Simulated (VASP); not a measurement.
# Ta2N (P-31m) in VASP: single point with PBEsol

Aim: the single point of Ta2N with PBEsol.

All numbers are computed with VASP 6.6.1; they aren't measurements. Logs are shortened: lines on timing, memory, paths and dates and some standing lists are left out, and cuts for length are marked.

## Step 1: The cell of the first run

It takes space group P-31m (No. 162, trigonal). The conventional cell has a = 5.297 Å, b = 5.297 Å, c = 4.939 Å, α = 90.00°, β = 90.00°, γ = 120.00°. Ta (site symmetry m) has 3 N at 2.15 to 2.16 Å within 2.8 Å. Within 2.9 Å of N (site symmetry 32) lie 6 Ta at 2.16 Å. N (site symmetry -3m) has 6 Ta at 2.15 Å within 2.8 Å.

## Step 2: Single point, PBEsol

INCAR reads:

```
  PREC = Accurate
  ENCUT = 520
  EDIFF = 1E-6
  ISMEAR = 0
  SIGMA = 0.1
  LREAL = F
  LASPH = T
  NELM = 100
  ALGO = Normal
  ISIF = 2
  LWAVE = F
  LCHARG = T
  GGA = PS
  LELF = T
  LVHAR = T
  NBANDS = 50
```

KPOINTS reads:

```
regular mesh
0
Gamma
  12 12 8
```

POSCAR reads:

```
Ta2N
1.0
    5.2965720514      0.0000000000      0.0000000000
   -2.6482860257      4.5869659495      0.0000000000
    0.0000000000      0.0000000000      4.9391825701
Ta N
6 3
Direct
    0.6663616700      0.6663616700      0.7536182600
    0.0000000000      0.3336383300      0.7536182600
    0.3336383300      0.0000000000      0.7536182600
    0.3336383300      0.3336383300      0.2463817400
    0.0000000000      0.6663616700      0.2463817400
    0.6663616700      0.0000000000      0.2463817400
    0.6666666667      0.3333333333      0.5000000000
    0.3333333333      0.6666666667      0.5000000000
    0.0000000000      0.0000000000      0.0000000000
```

Potentials or basis: VASP PAW PBE potentials, release 64 (Ta_pv, N).

On the command line:

```console
$ cat potpaw_PBE.64/Ta_pv/POTCAR potpaw_PBE.64/N/POTCAR > POTCAR
$ mpirun -np 1 vasp_std > vasp.out
```

OUTCAR:

```text
PREC = Accurate
   ENCUT = 520
   EDIFF = 1E-6
   ISMEAR = 0
   LREAL = F
   LASPH = T
   NELM = 100
   ISIF = 2
   GGA = PS

 ion  position               nearest neighbor table
   1  0.666  0.666  0.754-   9 2.15   8 2.16   7 2.16   4 3.00   5 3.01   6 3.01   2 3.06   2 3.06
                             3 3.06   3 3.06   3 3.06   2 3.06   4 3.06   5 3.07   6 3.07
   2  0.000  0.334  0.754-   9 2.15   7 2.16   8 2.16   5 3.00   4 3.01   6 3.01   1 3.06   1 3.06
                             3 3.06   3 3.06   3 3.06   1 3.06   5 3.06   4 3.07   6 3.07
   3  0.334  0.000  0.754-   9 2.15   8 2.16   7 2.16   6 3.00   4 3.01   5 3.01   2 3.06   1 3.06
                             1 3.06   2 3.06   2 3.06   1 3.06   6 3.06   5 3.07   4 3.07
   4  0.334  0.334  0.246-   9 2.15   7 2.16   8 2.16   1 3.00   2 3.01   3 3.01   5 3.06   5 3.06
                             6 3.06   6 3.06   6 3.06   5 3.06   1 3.06   2 3.07   3 3.07
   5  0.000  0.666  0.246-   9 2.15   8 2.16   7 2.16   2 3.00   1 3.01   3 3.01   4 3.06   4 3.06
                             6 3.06   6 3.06   6 3.06   4 3.06   2 3.06   1 3.07   3 3.07
   6  0.666  0.000  0.246-   9 2.15   7 2.16   8 2.16   3 3.00   1 3.01   2 3.01   4 3.06   5 3.06
                             4 3.06   5 3.06   5 3.06   4 3.06   3 3.06   2 3.07   1 3.07
   7  0.667  0.333  0.500-   2 2.16   6 2.16   5 2.16   3 2.16   4 2.16   1 2.16
   8  0.333  0.667  0.500-   5 2.16   3 2.16   2 2.16   6 2.16   1 2.16   4 2.16
   9  0.000  0.000  0.000-   3 2.15   6 2.15   1 2.15   4 2.15   5 2.15   2 2.15

  LATTYP: Found a hexagonal cell.
 ALAT       =     5.2965720514
 C/A-ratio  =     0.9325243803

  Lattice vectors:

 A1 = (   5.2965720514,   0.0000000000,   0.0000000000)
 A2 = (  -2.6482860257,   4.5869659495,   0.0000000000)
 A3 = (   0.0000000000,   0.0000000000,   4.9391825701)

Analysis of symmetry for initial positions (statically):
=====================================================================
 Subroutine PRICEL returns:
 Original cell was already a primitive cell.

 Routine SETGRP: Setting up the symmetry group for a
 hexagonal supercell.

 Subroutine GETGRP returns: Found 12 space group operations
 (whereof 12 operations were pure point group operations)
 out of a pool of 24 trial point group operations.

The static configuration has the point symmetry D_3d.

Analysis of symmetry for dynamics (positions and initial velocities):
=====================================================================
 Subroutine PRICEL returns:
 Original cell was already a primitive cell.

 Routine SETGRP: Setting up the symmetry group for a
 hexagonal supercell.

 Subroutine GETGRP returns: Found 12 space group operations
 (whereof 12 operations were pure point group operations)
 out of a pool of 24 trial point group operations.

The dynamic configuration has the point symmetry D_3d.

[... 125 lines left out ...]
   EMIN   =  10.00;   EMAX   =-10.00  energy-range for DOS
   EFERMI =   0.00;   METHOD = LEGACY
   ISMEAR =     0;   SIGMA  =   0.10  broadening in eV -4-tet -1-fermi 0-gaus
   EFERMI_NEDOS =   21; number of points for ismear=-14 and -15
   IALGO  =     38    algorithm
   IMIX   =      4    mixing-type and parameters
     AMIX     =   0.40;   BMIX     =  1.00
     AMIX_MAG =   1.60;   BMIX_MAG =  1.00
  volume/ion in A,a.u.               =      13.33        89.98
  Fermi-wavevector in a.u.,A,eV,Ry     =   1.436078  2.713794 28.059565  2.062320
  Thomas-Fermi vector in A             =   2.555306
   LORBIT       =      0    0 simple, 1 ext, 2 COOP (PROOUT), +10 PAW based schemes
   GGA     = PS    functional components
   LHFCALC =     F    Hartree Fock is set to
   AEXX    =    0.0000 exact exchange contribution
   IVDW    =     0    specifies the selected vdW correction
   LEPSILON=     F    determine dielectric tensor
   LRPA    =     F    only Hartree local field effects (RPA)
 non-spin polarized calculation
 Gauss-broadening in eV      SIGMA  =   0.10
  energy-cutoff  :      520.00
  volume of cell :      120.00
 maximum number of plane-waves:      3260
   NGX = 19   NGY = 19   NGZ = 19

 number of electron      81.0000001 magnetization

 Free energy of the ion-electron system (eV)
  ---------------------------------------------------
  ext. energy  EPLUGINS =         0.00000000
  ---------------------------------------------------
  free energy    TOTEN  =      -110.51687062 eV

  energy without entropy =     -110.50312248  energy(sigma->0) =     -110.50999655

 E-fermi :   7.3291     XC(G=0): -13.0835

 val. band max:        7.3255015222   @ k =   0.3333   0.0000   0.0000
 cond. band min:       7.3313223902   @ k =  -0.2500  -0.4167   0.1250
 fundamental gap:      0.0058208681
 Fermi energy:         7.3291397219

 k-point     1 :       0.0000    0.0000    0.0000
  band No.  band energies     occupation
      1     -28.3657      2.00000
      2     -27.9871      2.00000
      3     -27.8286      2.00000
      4     -27.8286      2.00000
      5     -27.8030      2.00000
      6     -27.8030      2.00000
[... 1261 lines left out ...]
     49      10.3074      0.00000
     50      10.7628      0.00000

 [... further k-points ...]

------------------------ aborting loop because EDIFF is reached ----------------------------------------

  FORCE on cell =-STRESS in cart. coord.  units (eV):
  Direction    XX          YY          ZZ          XY          YZ          ZX
  --------------------------------------------------------------------------------------
  -------------------------------------------------------------------------------------
  Total       -3.6057385     -3.6057385     -3.5039357      0.0000000      0.0000000      0.0000000
  in kB      -48.1425766    -48.1425766    -46.7833408      0.0000000      0.0000000      0.0000000
  external PRESSURE =     -47.6894980 kB  Pullay stress =       0.0000000 kB

 VOLUME and BASIS-vectors are now :
 -----------------------------------------------------------------------------
  energy-cutoff  :      520.00
  volume of cell :      120.00
      direct lattice vectors                 reciprocal lattice vectors
     5.296572051  0.000000000  0.000000000     0.188801359  0.109004515  0.000000000
    -2.648286026  4.586965949  0.000000000     0.000000000  0.218009031  0.000000000
     0.000000000  0.000000000  4.939182570     0.000000000  0.000000000  0.202462652

 POSITION                                       TOTAL-FORCE (eV/Angst)
 -----------------------------------------------------------------------------------
      1.76472      3.05658      3.72226         0.013231      0.022917     -0.118613
     -0.88357      1.53039      3.72226         0.013231     -0.022917     -0.118613
      1.76714      0.00000      3.72226        -0.026462     -0.000000     -0.118613
      0.88357      1.53039      1.21692        -0.013231     -0.022917      0.118613
     -1.76472      3.05658      1.21692        -0.013231      0.022917      0.118613
      3.52943      0.00000      1.21692         0.026462      0.000000      0.118613
      2.64829      1.52899      2.46959         0.000000     -0.000000     -0.000000
     -0.00000      3.05798      2.46959         0.000000     -0.000000     -0.000000
      0.00000      0.00000      0.00000         0.000000      0.000000     -0.000000
 -----------------------------------------------------------------------------------
    total drift:                               -0.000000     -0.000000     -0.000000

  FREE ENERGIE OF THE ION-ELECTRON SYSTEM (eV)
  ---------------------------------------------------
  free  energy   TOTEN  =      -110.5168706161 eV

  energy  without entropy=     -110.5031224795  energy(sigma->0) =     -110.50999655
```

OSZICAR:

```text
N       E                     dE             d eps       ncg     rms          rms(c)
DAV:   1     0.831650175229E+03    0.83165E+03   -0.44099E+04 13100   0.170E+03
DAV:   2    -0.585732213245E+02   -0.89022E+03   -0.86003E+03 14166   0.510E+02
DAV:   3    -0.118590344059E+03   -0.60017E+02   -0.58330E+02 16506   0.118E+02
DAV:   4    -0.120150300335E+03   -0.15600E+01   -0.15401E+01 15904   0.181E+01
DAV:   5    -0.120190803233E+03   -0.40503E-01   -0.40404E-01 16792   0.247E+00    0.494E+01
DAV:   6    -0.111356559961E+03    0.88342E+01   -0.49873E+01 17360   0.291E+01    0.233E+01
DAV:   7    -0.110653257952E+03    0.70330E+00   -0.31613E+00 15560   0.809E+00    0.107E+01
DAV:   8    -0.110536771382E+03    0.11649E+00   -0.69195E-01 15728   0.391E+00    0.977E-01
DAV:   9    -0.110517805141E+03    0.18966E-01   -0.11969E-01 16518   0.130E+00    0.418E-01
DAV:  10    -0.110516996398E+03    0.80874E-03   -0.12125E-02 16376   0.580E-01    0.117E-01
DAV:  11    -0.110516882866E+03    0.11353E-03   -0.15016E-03 15958   0.193E-01    0.502E-02
DAV:  12    -0.110516879336E+03    0.35302E-05   -0.45840E-04 16568   0.829E-02    0.205E-02
DAV:  13    -0.110516871473E+03    0.78631E-05   -0.63883E-05 16486   0.344E-02    0.102E-02
DAV:  14    -0.110516871077E+03    0.39590E-06   -0.10686E-05 13392   0.134E-02    0.423E-03
DAV:  15    -0.110516870616E+03    0.46111E-06   -0.51541E-07  9440   0.363E-03
   1 F= -.11051687E+03 E0= -.11051000E+03  d E =-.137481E-01
```

stdout:

```text
POSCAR found type information on POSCAR TaN
 POSCAR found :  2 types and       9 ions
 scaLAPACK will be used
 -----------------------------------------------------------------------------
|                                                                             |
|                                                                             |
|     You enforced a specific xc type in the INCAR file but a different       |
|     I HOPE YOU KNOW WHAT YOU ARE DOING!                                     |
|                                                                             |
 -----------------------------------------------------------------------------

 LDA part: xc-table for (Slater+PW92), standard interpolation
 POSCAR, INCAR and KPOINTS ok, starting setup
 FFT: planning ... GRIDC
 FFT: planning ... GRID_SOFT
 FFT: planning ... GRID
 WAVECAR not read
 entering main loop
```

Run time: 12 min. Hardware: 1 thread of Intel Xeon Platinum 8488C (Sapphire Rapids), shared host; peak memory 0.64 GiB.

What came out:

- Free energy: -110.5169 eV
- Pressure: -4.8 GPa
- Largest force: 0.122 eV/Å
- Band gap on the k mesh: zero (an odd number of electrons rules out a gap without spin polarisation)

Forces on the atoms (eV/Å):
```
Ta   0.013  0.023 -0.119
Ta   0.013 -0.023 -0.119
Ta  -0.026  0.000 -0.119
Ta  -0.013 -0.023  0.119
Ta  -0.013  0.023  0.119
Ta   0.026  0.000  0.119
N    0.000  0.000  0.000
N    0.000  0.000  0.000
N    0.000  0.000  0.000
```

Caveat: the cell stands under tension; the PAW data sets were made with another functional, which shifts forces and pressure a little; spin-orbit coupling is left out, which moves the levels of the heavy elements.
